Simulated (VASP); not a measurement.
# SrO (P1) in VASP: single point with PBE

Aim: the single point of SrO with PBE.

All numbers are computed with VASP 6.6.1; they aren't measurements. Logs are shortened: lines on timing, memory, paths and dates and some standing lists are left out, and cuts for length are marked.

## 1. The cell of the first run

The typed cell holds 2 atoms: a = 3.574 Å, b = 3.474 Å, c = 3.623 Å, α = 60.25°, β = 57.70°, γ = 58.82°.

## 2. Single point, PBE (atoms moved at random and the cell strained at random)

Input file INCAR:

```
PREC = Accurate
ENCUT = 520
EDIFF = 1E-7
ISMEAR = 0
SIGMA = 0.02
LREAL = False
LASPH = True
NELM = 80
ALGO = Normal
ISIF = 2
LWAVE = False
LCHARG = False
GGA = PE
NBANDS = 15
```

Input file KPOINTS:

```
regular mesh
0
Gamma
  8 8 8
```

Input file POSCAR:

```
SrO
1.0
    0.0573065400      2.5748368080      2.4782380260
    2.4370184340      0.0604159980      2.4751285680
    2.4936568260      2.6283657420      0.0037776060
Sr O
1 1
Direct
    0.0349443536     -0.0436298545      0.0154019768
    0.4650556464      0.5436298545      0.4845980232
```

Potentials or basis: VASP PAW PBE potentials, release 64 (Sr_sv, O).

Started as:

```sh
cat potpaw_PBE.64/Sr_sv/POTCAR potpaw_PBE.64/O/POTCAR > POTCAR
mpirun -np 1 vasp_std > vasp.out
```

OUTCAR:

```text
PREC = Accurate
   ENCUT = 520
   EDIFF = 1E-7
   ISMEAR = 0
   LREAL = False
   LASPH = True
   NELM = 80
   ISIF = 2
   GGA = PE

 ion  position               nearest neighbor table
   1  0.035  0.956  0.015-   2 2.32   2 2.33   2 2.45   2 2.53   2 2.58   2 2.83
   2  0.465  0.544  0.485-   1 2.32   1 2.33   1 2.45   1 2.53   1 2.58   1 2.83

  LATTYP: Found a triclinic cell.
 ALAT       =     3.4729846578
 B/A-ratio  =     1.4251700806
 C/A-ratio  =     0.9968332197
 COS(alpha) =     0.0018159756
 COS(beta)  =     0.4716552299
 COS(gamma) =     0.7123713116

  Lattice vectors:

 A1 = (  -2.4363502860,  -0.0535289340,   2.4744604200)
 A2 = (   0.0006681480,   0.0068870640,   4.9495889880)
 A3 = (  -2.3797118940,   2.5144208100,   0.0031094580)

Analysis of symmetry for initial positions (statically):
=====================================================================
 Subroutine PRICEL returns:
 Original cell was already a primitive cell.

 Routine SETGRP: Setting up the symmetry group for a
 triclinic supercell.

 Subroutine GETGRP returns: Found  1 space group operations
 (whereof  1 operations were pure point group operations)
 out of a pool of  2 trial point group operations.

The static configuration has the point symmetry C_1 .

Analysis of symmetry for dynamics (positions and initial velocities):
=====================================================================
 Subroutine PRICEL returns:
 Original cell was already a primitive cell.

 Routine SETGRP: Setting up the symmetry group for a
 triclinic supercell.

 Subroutine GETGRP returns: Found  1 space group operations
 (whereof  1 operations were pure point group operations)
 out of a pool of  2 trial point group operations.

The dynamic configuration has the point symmetry C_1 .

 Subroutine INISYM returns: Found  1 space group operations
 (whereof  1 operations are pure point group operations),
 and found     1 'primitive' translations

----------------------------------------------------------------------------------------

                                     Primitive cell

  volume of cell :      30.9964

  direct lattice vectors                    reciprocal lattice vectors
     0.057306540  2.574836808  2.478238026    -0.209873334  0.198826893  0.201788653
     2.437018434  0.060415998  2.475128568     0.209830565 -0.199367070  0.202286060
     2.493656826  2.628365742  0.003777606     0.200775887  0.190269623 -0.202328830

  length of vectors
     3.574175757  3.474042367  3.623071226     0.352558662  0.353122846  0.342710434

  position of ions in fractional coordinates (direct lattice)
     0.034944354  0.956370146  0.015401977
     0.465055646  0.543629854  0.484598023

  ion indices of the primitive-cell ions
   primitive index   ion index
                 1           1
                 2           2

----------------------------------------------------------------------------------------

 KPOINTS: regular mesh

Automatic generation of k-mesh.
 Grid dimensions read from file:
 generate k-points for:    8    8    8

 Generating k-lattice:

  Cartesian coordinates                     Fractional coordinates (reciprocal lattice)
    -0.026234167  0.024853362  0.025223582     0.125000000 -0.000000000 -0.000000000
     0.026228821 -0.024920884  0.025285758     0.000000000  0.125000000 -0.000000000
     0.025096986  0.023783703 -0.025291104    -0.000000000  0.000000000  0.125000000

  Length of vectors
     0.044069833  0.044140356  0.042838804

  Shift w.r.t. Gamma in fractional coordinates (k-lattice)
     0.000000000  0.000000000  0.000000000

 Subroutine IBZKPT returns following result:
 ===========================================

 Found    260 irreducible k-points:

 Following reciprocal coordinates:
            Coordinates               Weight
  0.000000  0.000000  0.000000      1.000000
  0.125000  0.000000 -0.000000      2.000000
  0.250000  0.000000 -0.000000      2.000000
  0.375000  0.000000  0.000000      2.000000
  0.500000  0.000000 -0.000000      1.000000
 -0.000000  0.125000 -0.000000      2.000000
[... 16 lines left out ...]
  0.125000  0.375000 -0.000000      2.000000
  0.250000  0.375000 -0.000000      2.000000
 [... further k-points ...]
   k-points           NKPTS =    260   k-points in BZ     NKDIM =    260   number of bands    NBANDS=     15
   number of dos      NEDOS =    301   number of ions     NIONS =      2
   total plane-waves  NPLWV =  21952
   dimension x,y,z NGX =    28 NGY =   28 NGZ =   28
   dimension x,y,z NGXF=    56 NGYF=   56 NGZF=   56
   ions per type =               1   1
   NGX,Y,Z   is equivalent  to a cutoff of  13.02, 13.40, 12.85 a.u.
   NGXF,Y,Z  is equivalent  to a cutoff of  26.05, 26.80, 25.70 a.u.
 SYSTEM =  unknown system
   PREC   = accura    normal or accurate (medium, high low for compatibility)
   ISTART =      0    job   : 0-new  1-cont  2-samecut
   ICHARG =      2    charge: 1-file 2-atom 10-const
   ISPIN  =      1    spin polarized calculation?
   LNONCOLLINEAR =      F non collinear calculations
   LSORBIT =      F    spin-orbit coupling
   LASPH  =      T    aspherical Exc in radial PAW
   ENCUT  =  520.0 eV  38.22 Ry    6.18 a.u.   6.65  6.46  6.74*2*pi/ulx,y,z
   NELM   =     80;   NELMIN=  2; NELMDL= -5     # of ELM steps
   EDIFF  = 0.1E-06   stopping-criterion for ELM
   LREAL  =      F    real-space projection
   EDIFFG = 0.1E-05   stopping-criterion for IOM
   NSW    =      0    number of steps for IOM
   IBRION =     -1    ionic relax: 0-MD 1-quasi-New 2-CG
   NFREE  =      0    steps in history (QN), initial steepest desc. (CG)
   ISIF   =      2    stress and relaxation
   ISYM   =      2    0-nonsym 1-usesym 2-fastsym
   POTIM  = 0.5000    time-step for ionic-motion
   TEBEG  =    0.0;   TEEND  =   0.0 temperature during run
   PSTRESS=    0.0 pullay stress
   NELECT =      16.0000    total number of electrons
   NUPDOWN=      -1.0000    fix difference up-down
   EMIN   =  10.00;   EMAX   =-10.00  energy-range for DOS
   EFERMI =   0.00;   METHOD = LEGACY
   ISMEAR =     0;   SIGMA  =   0.02  broadening in eV -4-tet -1-fermi 0-gaus
   EFERMI_NEDOS =   21; number of points for ismear=-14 and -15
   IALGO  =     38    algorithm
   IMIX   =      4    mixing-type and parameters
     AMIX     =   0.40;   BMIX     =  1.00
     AMIX_MAG =   1.60;   BMIX_MAG =  1.00
  volume/ion in A,a.u.               =      15.50       104.59
  Fermi-wavevector in a.u.,A,eV,Ry     =   1.313241  2.481666 23.464638  1.724602
  Thomas-Fermi vector in A             =   2.443578
   LORBIT       =      0    0 simple, 1 ext, 2 COOP (PROOUT), +10 PAW based schemes
   GGA     = PE    functional components
   LHFCALC =     F    Hartree Fock is set to
   AEXX    =    0.0000 exact exchange contribution
   IVDW    =     0    specifies the selected vdW correction
   LEPSILON=     F    determine dielectric tensor
   LRPA    =     F    only Hartree local field effects (RPA)
 non-spin polarized calculation
 Gauss-broadening in eV      SIGMA  =   0.02
  energy-cutoff  :      520.00
  volume of cell :       31.00
 maximum number of plane-waves:       857
   NGX = 13   NGY = 13   NGZ = 13

 number of electron      16.0000000 magnetization

 Free energy of the ion-electron system (eV)
  ---------------------------------------------------
  ext. energy  EPLUGINS =         0.00000000
  ---------------------------------------------------
  free energy    TOTEN  =       -11.72365791 eV

  energy without entropy =      -11.72365791  energy(sigma->0) =      -11.72365791

 E-fermi :   2.3048     XC(G=0): -10.4513

 val. band max:        2.1777000450   @ k =   0.5000   0.0000   0.5000
 cond. band min:       5.6478879048   @ k =   0.5000   0.0000   0.5000
 fundamental gap:      3.4701878597
 Fermi energy:         2.3048050831

 k-point     1 :       0.0000    0.0000    0.0000
  band No.  band energies     occupation
      1     -29.9334      2.00000
      2     -13.2457      2.00000
      3     -11.4968      2.00000
      4     -11.4425      2.00000
      5     -11.3193      2.00000
      6       1.7864      2.00000
      7       1.8992      2.00000
      8       1.9876      2.00000
      9       6.6420      0.00000
     10       8.1531      0.00000
     11       8.9675      0.00000
     12       9.2925      0.00000
     13      11.1178      0.00000
     14      11.5148      0.00000
     15      15.2468      0.00000

 k-point     2 :       0.1250    0.0000   -0.0000
  band No.  band energies     occupation
      1     -29.9010      2.00000
      2     -13.5736      2.00000
      3     -11.5273      2.00000
      4     -11.4724      2.00000
      5     -11.0536      2.00000
      6       1.3627      2.00000
      7       1.6941      2.00000
      8       1.8267      2.00000
      9       7.3359      0.00000
     10       8.4193      0.00000
     11       8.8277      0.00000
     12       9.3979      0.00000
     13      11.6207      0.00000
     14      12.0279      0.00000
     15      16.4616      0.00000

 k-point     3 :       0.2500    0.0000   -0.0000
  band No.  band energies     occupation
      1     -29.8216      2.00000
      2     -14.1835      2.00000
      3     -11.5916      2.00000
      4     -11.4980      2.00000
      5     -10.6513      2.00000
      6       0.6031      2.00000
      7       1.2395      2.00000
      8       1.4044      2.00000
      9       8.2707      0.00000
     10       9.0723      0.00000
     11       9.4930      0.00000
     12      10.2594      0.00000
     13      12.7131      0.00000
     14      13.1699      0.00000
     15      18.8263      0.00000

 k-point     4 :       0.3750    0.0000    0.0000
  band No.  band energies     occupation
      1     -29.7402      2.00000
      2     -14.6761      2.00000
      3     -11.6524      2.00000
      4     -11.5189      2.00000
      5     -10.3757      2.00000
      6       0.0073      2.00000
      7       0.8252      2.00000
      8       0.9951      2.00000
      9       8.6257      0.00000
     10      10.3439      0.00000
     11      10.9090      0.00000
     12      11.4952      0.00000
     13      13.9795      0.00000
     14      14.3352      0.00000
     15      18.7633      0.00000
[... 307 lines left out ...]
 k-point    22 :      -0.0000    0.3750   -0.0000
  band No.  band energies     occupation
      1     -29.7412      2.00000
      2     -14.6297      2.00000
      3     -11.6474      2.00000
      4     -11.5149      2.00000
      5     -10.4407      2.00000
      6       0.0127      2.00000
      7       0.7840      2.00000
      8       0.9022      2.00000
      9       8.7147      0.00000
     10      10.5360      0.00000
     11      10.9983      0.00000
     12      11.4917      0.00000
     13      13.9444      0.00000
     14      14.2837      0.00000
     15      18.6400      0.00000

 k-point    23 :       0.1250    0.3750   -0.0000
  band No.  band energies     occupation
      1     -29.7508      2.00000
      2     -14.4302      2.00000
      3     -11.7299      2.00000
      4     -11.6395      2.00000
      5     -10.5695      2.00000
      6       0.3392      2.00000
      7       0.9739      2.00000
      8       1.2472      2.00000
      9       8.2087      0.00000
     10       9.7917      0.00000
     11      10.9749      0.00000
     12      11.3751      0.00000
     13      13.6196      0.00000
     14      14.0724      0.00000
     15      19.0192      0.00000

 k-point    24 :       0.2500    0.3750   -0.0000
  band No.  band energies     occupation
      1     -29.7319      2.00000
      2     -14.1397      2.00000
      3     -11.9259      2.00000
      4     -11.8518      2.00000
      5     -10.9228      2.00000
      6       0.7949      2.00000
      7       1.4052      2.00000
      8       1.7196      2.00000
      9       6.9542      0.00000
     10       9.5853      0.00000
     11      11.6549      0.00000
     12      11.9445      0.00000
     13      13.2627      0.00000
     14      13.9728      0.00000
     15      19.5764      0.00000

 [... further k-points ...]
[... 5 lines left out ...]
  --------------------------------------------------------------------------------------
  -------------------------------------------------------------------------------------
  Total        4.0788345      3.1181753      2.7891457     -0.1109408      0.0488631     -0.0607878
  in kB      210.8315492    161.1758765    144.1686130     -5.7344367      2.5256909     -3.1420703
  external PRESSURE =     172.0586796 kB  Pullay stress =       0.0000000 kB

 VOLUME and BASIS-vectors are now :
 -----------------------------------------------------------------------------
  energy-cutoff  :      520.00
  volume of cell :       31.00
      direct lattice vectors                 reciprocal lattice vectors
     0.057306540  2.574836808  2.478238026    -0.209873334  0.198826893  0.201788653
     2.437018434  0.060415998  2.475128568     0.209830565 -0.199367070  0.202286060
     2.493656826  2.628365742  0.003777606     0.200775887  0.190269623 -0.202328830

 POSITION                                       TOTAL-FORCE (eV/Angst)
 -----------------------------------------------------------------------------------
      2.37110      0.18824      2.45380         0.663141     -0.670509      0.150221
      2.55991      2.50399      2.49990        -0.663141      0.670509     -0.150221
 -----------------------------------------------------------------------------------
    total drift:                               -0.000003      0.000069     -0.000134

  FREE ENERGIE OF THE ION-ELECTRON SYSTEM (eV)
  ---------------------------------------------------
  free  energy   TOTEN  =       -11.7236579058 eV

  energy  without entropy=      -11.7236579058  energy(sigma->0) =      -11.72365791
```

Run time: 2.5 min. Hardware: 1 thread of Intel Xeon Platinum 8488C (Sapphire Rapids), shared host; peak memory 0.25 GiB.

Results:

```yaml
Free_energy: -11.7237 eV
Pressure: 17.2 GPa
Largest_force: 0.955 eV/Å
Band_gap_on_the_k_mesh: 3.47 eV
```

Forces on the atoms (eV/Å):
```
Sr   0.663 -0.671  0.150
O   -0.663  0.671 -0.150
```

Levels at points of the mesh, in eV from the valence-band top:
| k point | band 4 | band 5 | band 6 | band 7 | band 8 | band 9 | band 10 | band 11 | band 12 | band 13 |
| --- | --- | --- | --- | --- | --- | --- | --- | --- | --- | --- |
| (0.00, 0.00, 0.00) | -13.62 | -13.50 | -0.39 | -0.28 | -0.19 | 4.46 | 5.98 | 6.79 | 7.11 | 8.94 |
| (0.50, 0.00, 0.00) | -13.70 | -12.46 | -2.39 | -1.51 | -1.35 | 6.75 | 8.60 | 9.42 | 10.18 | 12.55 |
| (0.00, 0.50, 0.00) | -13.70 | -12.53 | -2.39 | -1.56 | -1.44 | 6.82 | 8.85 | 9.61 | 10.08 | 12.56 |
| (0.50, 0.50, 0.00) | -14.24 | -13.71 | -0.55 | -0.32 | -0.22 | 3.92 | 8.13 | 10.96 | 11.10 | 11.64 |
| (0.00, 0.00, 0.50) | -13.69 | -12.23 | -2.37 | -1.36 | -1.08 | 6.60 | 8.21 | 9.05 | 9.96 | 12.44 |
| (0.50, 0.00, 0.50) | -14.04 | -13.73 | -0.45 | -0.24 | 0.00 | 3.47 | 8.07 | 10.68 | 10.81 | 11.68 |
| (0.00, 0.50, 0.50) | -14.21 | -13.73 | -0.53 | -0.29 | -0.14 | 3.69 | 8.13 | 10.66 | 11.16 | 11.85 |
| (0.50, 0.50, 0.50) | -13.68 | -12.21 | -2.37 | -1.33 | -1.06 | 6.55 | 8.15 | 9.00 | 10.00 | 12.43 |

Caveat: the cell differs from its parent crystal (atoms moved at random and the cell strained at random); the cell stands under pressure.
